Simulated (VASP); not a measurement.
Runs of VASP 6.6.1 on AlOs. The structure is that of space group Pm-3m (No. 221), or close to it. The cells are those of the table. 

```tsv
task	cell	gap on the mesh (eV)	pressure (GPa)
relaxation of cell and atoms	relaxed to 5 GPa from a = 2.998 Å, 2 atoms	none	5.0
relaxation of cell and atoms	relaxed to 10 GPa from a = 2.998 Å, 2 atoms	none	10.0
single point	a = 2.955 Å, 2 atoms	none	(a)
single point	a = 2.938 Å, 2 atoms	none	11.3
single point	a = 2.973 Å, 2 atoms	none	1.0
```

Alike in all rows: level LDA; potentials or basis VASP PAW LDA potentials, release 64 (Al, Os); no spin polarisation; k mesh 10 × 10 × 10; cutoff (eV) 600; smearing methfessel-paxton 0.15 eV.

Fill in the values left out.

(a) 6.1.

Caveats: spin-orbit coupling is left out, which moves the levels of the heavy elements; the cell is relaxed towards a set pressure, so the enthalpy falls and the energy may rise (some runs).

A k mesh can miss the band edges, and the runs leave out spin-orbit coupling on Os.

A gap of «none» marks levels without a gap at the run's occupations.
